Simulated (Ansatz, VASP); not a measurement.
Two plane-wave programs on Y

```
Y
1.0
     3.59810    0.00000    0.00000
    -1.79905    3.11605    0.00000
     0.00000    0.00000    5.65315
Y
2
Direct
  0.33333 0.66667 0.25000
  0.66667 0.33333 0.75000
```

Alike in both runs: task single point; functional PBE; k mesh 9 × 9 × 5; no spin polarisation.

```csv
,VASP,Ansatz
version,VASP 6.6.1,Ansatz 0.2.0
potentials or method,"VASP PAW PBE potentials, release 64 (Y_sv), cutoff 520 eV","plane waves, PAW"
occupations,"methfessel-paxton of order 1, width 0.1 eV",cold
valence electrons in the cell,22,22
```

|  | VASP | Ansatz | Ansatz less VASP |
| --- | --- | --- | --- |
| pressure (GPa) | 1.4 | 1.5 | +0.15 |
| traceless stress, the component that is largest in VASP (GPa) | -0.36 | -0.36 | +0.002 |
